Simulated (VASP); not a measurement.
# KP3F2 (P1) in VASP: single point with r2SCAN

Aim: the single point of KP3F2 with r2SCAN.

All numbers are computed with VASP 6.6.1; they aren't measurements. Logs are shortened: lines on timing, memory, paths and dates and some standing lists are left out, and cuts for length are marked.

**1. The cell of the first run**

The typed cell holds 12 atoms: a = 4.612 Å, b = 6.326 Å, c = 11.026 Å, α = 89.83°, β = 89.98°, γ = 89.99°.

**2. Single point, r2SCAN**

Input file POSCAR:

```
KP3F2
1.0
    4.6124480000      0.0000000000      0.0000000000
    0.0009400000      6.3257250000      0.0000000000
    0.0038980000      0.0327740000     11.0261780000
K F P
2 4 6
Direct
    0.0002400000      0.7026900000      0.4907400000
    0.4999000000      0.2972000000      0.9887500000
    0.5001200000      0.0693900000      0.3070100000
    0.9998200000      0.1359500000      0.6212300000
    0.0000600000      0.9303200000      0.8066700000
    0.4999500000      0.8636000000      0.1223600000
    0.4998900000      0.6966800000      0.9643600000
    0.0001200000      0.6495900000      0.7186300000
    0.5002500000      0.7861400000      0.4094600000
    0.9997000000      0.3041600000      0.4632900000
    0.5000000000      0.3490000000      0.2170300000
    0.9999400000      0.2152800000      0.9066700000
```

Input file INCAR.step1:

```
ALGO = Normal
EDIFF = 1E-4
ENCUT = 520
GGA = PE
ISMEAR = 0
LASPH = T
LCHARG = F
LREAL = F
LWAVE = T
NBANDS = 50
NELM = 80
PREC = Accurate
SIGMA = 0.1624
```

Input file INCAR.step2:

```
ALGO = Normal
EDIFF = 1E-7
ENCUT = 520
ISIF = 2
ISMEAR = 0
ISTART = 1
LASPH = T
LCHARG = F
LMIXTAU = T
LREAL = F
LWAVE = F
METAGGA = R2SCAN
NBANDS = 50
NELM = 80
PREC = Accurate
SIGMA = 0.1624
```

Input file KPOINTS:

```
Automatic mesh
0
Gamma
  4 3 2
  0.5 0.5 0
```

Potentials or basis: VASP PAW PBE potentials, release 64 (K_sv, F, P).

On the command line:

```
cat potpaw_PBE.64/K_sv/POTCAR potpaw_PBE.64/F/POTCAR potpaw_PBE.64/P/POTCAR > POTCAR
cp INCAR.step1 INCAR
mpirun -np 1 vasp_std > vasp.out
cp INCAR.step2 INCAR
mpirun -np 1 vasp_std > vasp.out
```

OUTCAR:

```text
EDIFF = 1E-7
   ENCUT = 520
   ISIF = 2
   ISMEAR = 0
   ISTART = 1
   LASPH = T
   LREAL = F
   METAGGA = R2SCAN
   NELM = 80
   PREC = Accurate

 ion  position               nearest neighbor table
   1  0.000  0.703  0.491-   9 2.53   9 2.53   8 2.53  10 2.54
   2  0.500  0.297  0.989-  12 2.53  12 2.53  11 2.54   7 2.54
   3  0.500  0.069  0.307-  11 2.03   9 2.12
   4  1.000  0.136  0.621-  10 2.04
   5  0.000  0.930  0.807-   8 2.03  12 2.12
   6  0.500  0.864  0.122-   7 2.04
   7  0.500  0.697  0.964-   6 2.04   2 2.54
   8  0.000  0.650  0.719-   5 2.03   1 2.53
   9  0.500  0.786  0.409-   3 2.12   1 2.53   1 2.53
  10  1.000  0.304  0.463-   4 2.04   1 2.54
  11  0.500  0.349  0.217-   3 2.03   2 2.54
  12  1.000  0.215  0.907-   5 2.12   2 2.53   2 2.53

  LATTYP: Found a triclinic cell.
 ALAT       =    11.0262273973
 B/A-ratio  =     0.5736980421
 C/A-ratio  =     0.4183160599
 COS(alpha) =     0.0001485996
 COS(beta)  =     0.0003535207
 COS(gamma) =     0.0029724200

  Lattice vectors:

 A1 = (  -0.0038980000,  -0.0327740000, -11.0261780000)
 A2 = (  -0.0009400000,  -6.3257250000,   0.0000000000)
 A3 = (  -4.6124480000,   0.0000000000,   0.0000000000)

Analysis of symmetry for initial positions (statically):
=====================================================================
 Subroutine PRICEL returns:
 Original cell was already a primitive cell.

 Routine SETGRP: Setting up the symmetry group for a
 triclinic supercell.

 Subroutine GETGRP returns: Found  1 space group operations
 (whereof  1 operations were pure point group operations)
 out of a pool of  2 trial point group operations.

The static configuration has the point symmetry C_1 .

Analysis of symmetry for dynamics (positions and initial velocities):
=====================================================================
 Subroutine PRICEL returns:
 Original cell was already a primitive cell.

 Routine SETGRP: Setting up the symmetry group for a
 triclinic supercell.

 Subroutine GETGRP returns: Found  1 space group operations
 (whereof  1 operations were pure point group operations)
 out of a pool of  2 trial point group operations.

The dynamic configuration has the point symmetry C_1 .

 Subroutine INISYM returns: Found  1 space group operations
 (whereof  1 operations are pure point group operations),
 and found     1 'primitive' translations

----------------------------------------------------------------------------------------

                                     Primitive cell

  volume of cell :     321.7117

  direct lattice vectors                    reciprocal lattice vectors
     4.612448000  0.000000000  0.000000000     0.216804612 -0.000032217 -0.000076550
     0.000940000  6.325725000  0.000000000     0.000000000  0.158084646 -0.000469888
     0.003898000  0.032774000 11.026178000     0.000000000  0.000000000  0.090693257

  length of vectors
     4.612448000  6.325725070 11.026227397     0.216804628  0.158085345  0.090693257

  position of ions in fractional coordinates (direct lattice)
     0.000240000  0.702690000  0.490740000
     0.499900000  0.297200000  0.988750000
     0.500120000  0.069390000  0.307010000
     0.999820000  0.135950000  0.621230000
     0.000060000  0.930320000  0.806670000
     0.499950000  0.863600000  0.122360000
     0.499890000  0.696680000  0.964360000
     0.000120000  0.649590000  0.718630000
     0.500250000  0.786140000  0.409460000
     0.999700000  0.304160000  0.463290000
     0.500000000  0.349000000  0.217030000
     0.999940000  0.215280000  0.906670000

  ion indices of the primitive-cell ions
   primitive index   ion index
                 1           1
                 2           2
                 3           3
                 4           4
                 5           5
                 6           6
                 7           7
                 8           8
                 9           9
                10          10
                11          11
                12          12

----------------------------------------------------------------------------------------

 KPOINTS: Automatic mesh

Automatic generation of k-mesh.
 Grid dimensions read from file:
 generate k-points for:    4    3    2

 Generating k-lattice:

  Cartesian coordinates                     Fractional coordinates (reciprocal lattice)
     0.054201153 -0.000008054 -0.000019137     0.250000000  0.000000000 -0.000000000
     0.000000000  0.052694882 -0.000156629     0.000000000  0.333333333  0.000000000
     0.000000000  0.000000000  0.045346629     0.000000000  0.000000000  0.500000000

  Length of vectors
     0.054201157  0.052695115  0.045346629

  Shift w.r.t. Gamma in fractional coordinates (k-lattice)
     0.500000000  0.500000000  0.000000000

 Subroutine IBZKPT returns following result:
 ===========================================

 Found     12 irreducible k-points:

 Following reciprocal coordinates:
            Coordinates               Weight
  0.125000  0.166667  0.000000      2.000000
  0.375000  0.166667 -0.000000      2.000000
 -0.375000  0.166667  0.000000      2.000000
 -0.125000  0.166667  0.000000      2.000000
  0.125000  0.500000  0.000000      2.000000
  0.375000  0.500000  0.000000      2.000000
  0.125000  0.166667  0.500000      2.000000
  0.375000  0.166667  0.500000      2.000000
 -0.375000  0.166667  0.500000      2.000000
 -0.125000  0.166667  0.500000      2.000000
  0.125000  0.500000  0.500000      2.000000
  0.375000  0.500000  0.500000      2.000000
   k-points           NKPTS =     12   k-points in BZ     NKDIM =     12   number of bands    NBANDS=     50
   number of dos      NEDOS =    301   number of ions     NIONS =     12
   total plane-waves  NPLWV = 145152
   dimension x,y,z NGX =    36 NGY =   48 NGZ =   84
   dimension x,y,z NGXF=    72 NGYF=   96 NGZF=  168
   ions per type =               2   4   6
   NGX,Y,Z   is equivalent  to a cutoff of  12.98, 12.61, 12.66 a.u.
   NGXF,Y,Z  is equivalent  to a cutoff of  25.95, 25.23, 25.33 a.u.
 SYSTEM =  unknown system
   PREC   = accura    normal or accurate (medium, high low for compatibility)
   ISTART =      1    job   : 0-new  1-cont  2-samecut
   ICHARG =      0    charge: 1-file 2-atom 10-const
   ISPIN  =      1    spin polarized calculation?
   LNONCOLLINEAR =      F non collinear calculations
   LSORBIT =      F    spin-orbit coupling
   LASPH  =      T    aspherical Exc in radial PAW
   ENCUT  =  520.0 eV  38.22 Ry    6.18 a.u.   8.58 11.76 20.50*2*pi/ulx,y,z
   NELM   =     80;   NELMIN=  2; NELMDL=  0     # of ELM steps
   EDIFF  = 0.1E-06   stopping-criterion for ELM
   LREAL  =      F    real-space projection
   EDIFFG = 0.1E-05   stopping-criterion for IOM
   NSW    =      0    number of steps for IOM
   IBRION =     -1    ionic relax: 0-MD 1-quasi-New 2-CG
   NFREE  =      0    steps in history (QN), initial steepest desc. (CG)
   ISIF   =      2    stress and relaxation
   ISYM   =      2    0-nonsym 1-usesym 2-fastsym
   POTIM  = 0.5000    time-step for ionic-motion
   TEBEG  =    0.0;   TEEND  =   0.0 temperature during run
   PSTRESS=    0.0 pullay stress
   NELECT =      76.0000    total number of electrons
   NUPDOWN=      -1.0000    fix difference up-down
   EMIN   =  10.00;   EMAX   =-10.00  energy-range for DOS
   EFERMI =   0.00;   METHOD = LEGACY
   ISMEAR =     0;   SIGMA  =   0.16  broadening in eV -4-tet -1-fermi 0-gaus
   EFERMI_NEDOS =   21; number of points for ismear=-14 and -15
   IALGO  =     38    algorithm
   IMIX   =      4    mixing-type and parameters
     AMIX     =   0.40;   BMIX     =  1.00
     AMIX_MAG =   1.60;   BMIX_MAG =  1.00
  volume/ion in A,a.u.               =      26.81       180.92
  Fermi-wavevector in a.u.,A,eV,Ry     =   1.012023  1.912446 13.934962  1.024191
  Thomas-Fermi vector in A             =   2.145108
   LORBIT       =      0    0 simple, 1 ext, 2 COOP (PROOUT), +10 PAW based schemes
   METAGGA = R2SCAN    functional components
   LHFCALC =     F    Hartree Fock is set to
   AEXX    =    0.0000 exact exchange contribution
   IVDW    =     0    specifies the selected vdW correction
   LEPSILON=     F    determine dielectric tensor
   LRPA    =     F    only Hartree local field effects (RPA)
 non-spin polarized calculation
 Gauss-broadening in eV      SIGMA  =   0.16
  energy-cutoff  :      520.00
  volume of cell :      321.71
 maximum number of plane-waves:      8678
 NGX is ok and might be reduce to    36
   NGX = 17   NGY = 23   NGZ = 41

 number of electron      76.0000036 magnetization

 Free energy of the ion-electron system (eV)
  ---------------------------------------------------
  ext. energy  EPLUGINS =         0.00000000
  ---------------------------------------------------
  free energy    TOTEN  =       -67.20575677 eV

  energy without entropy =      -67.07198956  energy(sigma->0) =      -67.13887316

 E-fermi :   0.0018     XC(G=0):  -7.9182

 val. band max:       -0.0336292866   @ k =  -0.3750   0.1667   0.0000
 cond. band min:       0.0955429097   @ k =  -0.3750   0.1667   0.5000
 fundamental gap:      0.1291721963
 Fermi energy:         0.0018393428

 k-point     1 :       0.1250    0.1667    0.0000
  band No.  band energies     occupation
      1     -30.8068      2.00000
      2     -30.8037      2.00000
      3     -24.9268      2.00000
      4     -24.9252      2.00000
      5     -23.7187      2.00000
      6     -23.7031      2.00000
[... 42 lines left out ...]
     49       5.9231      0.00000
     50       6.2404      0.00000

 k-point     2 :       0.3750    0.1667   -0.0000
  band No.  band energies     occupation
      1     -30.8022      2.00000
      2     -30.7991      2.00000
      3     -24.9253      2.00000
      4     -24.9246      2.00000
      5     -23.7178      2.00000
      6     -23.7023      2.00000
[... 42 lines left out ...]
     49       6.2318      0.00000
     50       6.3273      0.00000

 k-point     3 :      -0.3750    0.1667    0.0000
  band No.  band energies     occupation
      1     -30.8022      2.00000
      2     -30.7991      2.00000
      3     -24.9253      2.00000
      4     -24.9245      2.00000
      5     -23.7178      2.00000
      6     -23.7023      2.00000
[... 42 lines left out ...]
     49       6.2314      0.00000
     50       6.3279      0.00000

 k-point     4 :      -0.1250    0.1667    0.0000
  band No.  band energies     occupation
      1     -30.8068      2.00000
      2     -30.8037      2.00000
      3     -24.9268      2.00000
      4     -24.9252      2.00000
      5     -23.7187      2.00000
      6     -23.7031      2.00000
[... 363 lines left out ...]
 k-point    11 :       0.1250    0.5000    0.5000
  band No.  band energies     occupation
      1     -30.8067      2.00000
      2     -30.8036      2.00000
      3     -24.9260      2.00000
      4     -24.9255      2.00000
      5     -23.7193      2.00000
      6     -23.7038      2.00000
[... 42 lines left out ...]
     49       6.5362      0.00000
     50       6.5467      0.00000

 k-point    12 :       0.3750    0.5000    0.5000
  band No.  band energies     occupation
      1     -30.8021      2.00000
      2     -30.7990      2.00000
      3     -24.9249      2.00000
      4     -24.9244      2.00000
      5     -23.7185      2.00000
      6     -23.7030      2.00000
[... 42 lines left out ...]
     49       5.9745      0.00000
     50       5.9839      0.00000

------------------------ aborting loop because EDIFF is reached ----------------------------------------

  FORCE on cell =-STRESS in cart. coord.  units (eV):
  Direction    XX          YY          ZZ          XY          YZ          ZX
  --------------------------------------------------------------------------------------
  -------------------------------------------------------------------------------------
  Total       17.8600945     -6.1172887     -6.6039544      0.0151093      0.3387832     -0.0020687
  in kB       88.9462300    -30.4651113    -32.8887874      0.0752467      1.6871964     -0.0103024
  external PRESSURE =       8.5307771 kB  Pullay stress =       0.0000000 kB

 VOLUME and BASIS-vectors are now :
 -----------------------------------------------------------------------------
  energy-cutoff  :      520.00
  volume of cell :      321.71
      direct lattice vectors                 reciprocal lattice vectors
     4.612448000  0.000000000  0.000000000     0.216804612 -0.000032217 -0.000076550
     0.000940000  6.325725000  0.000000000     0.000000000  0.158084646 -0.000469888
     0.003898000  0.032774000 11.026178000     0.000000000  0.000000000  0.090693257

 POSITION                                       TOTAL-FORCE (eV/Angst)
 -----------------------------------------------------------------------------------
      0.00368      4.46111      5.41099         0.002197      2.584767     -0.535302
      2.30990      1.91241     10.90213        -0.005097     -2.590668     -0.524736
      2.30804      0.44900      3.38515        -0.000594      0.422343      0.026506
      4.61417      0.88034      6.84979        -0.001651      1.421701     -3.238515
      0.00430      5.91139      8.89449         0.000032     -0.426275      0.033958
      2.30728      5.46691      1.34916        -0.001936     -1.406583     -3.256944
      2.31013      4.43861     10.63321         0.002699      3.830787      2.031430
      0.00397      4.13268      7.92374        -0.000473     -0.275112      4.860210
      2.30971      4.98633      4.51478         0.003182      0.828179     -3.033154
      4.61316      1.93922      5.10832        -0.003845     -3.882873      1.937448
      2.30740      2.21479      2.39301         0.002517      0.226729      4.765712
      4.61591      1.39152      9.99710         0.002969     -0.732996     -3.066615
 -----------------------------------------------------------------------------------
    total drift:                                0.000023     -0.000042     -0.000168

  FREE ENERGIE OF THE ION-ELECTRON SYSTEM (eV)
  ---------------------------------------------------
  free  energy   TOTEN  =       -67.2057567663 eV

  energy  without entropy=      -67.0719895587  energy(sigma->0) =      -67.13887316
```

Wall time 19 min (1 thread of Intel Xeon Platinum 8259CL at 2.50GHz (Skylake/Cascade Lake), shared host); peak memory 0.48 GiB.

What came out:

```yaml
Free_energy: -67.2058 eV
Pressure: 0.9 GPa
Largest_force: 4.868 eV/Å
Band_gap_on_the_k_mesh: 0.02 eV (least direct gap 0.11 eV)
```

Forces in eV/Å, atoms in the order of the input:
```
K    0.002  2.585 -0.535
K   -0.005 -2.591 -0.525
F   -0.001  0.422  0.027
F   -0.002  1.422 -3.239
F    0.000 -0.426  0.034
F   -0.002 -1.407 -3.257
P    0.003  3.831  2.031
P    0.000 -0.275  4.860
P    0.003  0.828 -3.033
P   -0.004 -3.883  1.937
P    0.003  0.227  4.766
P    0.003 -0.733 -3.067
```

Stress tensor (GPa, compression positive):
```
 8.89  0.01  0.00
 0.01 -3.05  0.17
 0.00  0.17 -3.29
```

Caveat: the stress differs along the axes, from -3 to 9 GPa; the smearing spreads over this small gap; the PAW data sets were made with another functional, which shifts forces and pressure a little; a shifted mesh leaves out Γ, where band edges can lie. A k mesh can miss the band edges.

The gap in the log of VASP goes by the Fermi energy; the results here count the filled bands.